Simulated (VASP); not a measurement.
Write the native input for VASP 6.6.1 that does the following.

```yaml
Task: single point
Functional: PBE
Potentials_or_basis: VASP PAW PBE potentials, release 64 (Bi_d, Cl)
Cutoff: 520 eV
k_mesh: 8 × 8 × 6
Occupations: gaussian, width 0.1 eV
Spin: no spin polarisation
Dipole_correction: no
Further_INCAR_settings: ALGO = Normal; EDIFF = 1e-06; NBANDS = 42
```

The structure of Bi4Cl lies in POSCAR:

```
Bi4Cl
1.0
    4.5769388779      0.0000000000      0.0000000000
    0.0000000000      4.5769388779      0.0000000000
    0.0000000000      0.0000000000      8.4641276008
Bi Cl
4 1
Direct
    0.5000000000      0.0000000000      0.3156820766
    0.0000000000      0.5000000000      0.6843179234
    0.5000000000      0.0000000000      0.6843179234
    0.0000000000      0.5000000000      0.3156820766
    0.0000000000      0.0000000000      0.0000000000
```

This cell differs from its parent crystal: atoms taken out.

One way to write it, as run:

INCAR

```
SYSTEM = Bi4Cl
ALGO = Normal ; EDIFF = 1E-6
ENCUT = 520 ; GGA = PE
ISIF = 2 ; ISMEAR = 0
LASPH = .TRUE. ; LCHARG = .FALSE.
LREAL = .FALSE. ; LWAVE = .FALSE.
NBANDS = 42 ; NELM = 100
PREC = Accurate ; SIGMA = 0.1
```

KPOINTS

```
k-points
0
G
  8 8 6
  0 0 0
```

Potentials or basis: VASP PAW PBE potentials, release 64 (Bi_d, Cl).

Command:

```bash
$ cat potpaw_PBE.64/Bi_d/POTCAR potpaw_PBE.64/Cl/POTCAR > POTCAR
$ mpirun -np 1 vasp_std > vasp.out
```

It gave:

* Pressure: -0.1 GPa
* Largest force: 0.006 eV/Å
* Band gap on the k mesh: zero (an odd number of electrons rules out a gap without spin polarisation)

Caveat: the cell differs from its parent crystal (atoms taken out); spin-orbit coupling is left out, which moves the levels of the heavy elements; an odd number of electrons without spin polarisation forces a metal; a magnetic or distorted state may lie lower.

Wall time 5.3 min on 1 thread of Intel(R) Xeon(R) Platinum 8259CL CPU @ 2.50GHz (Skylake/Cascade Lake), on a shared host, peak memory 0.47 GiB.
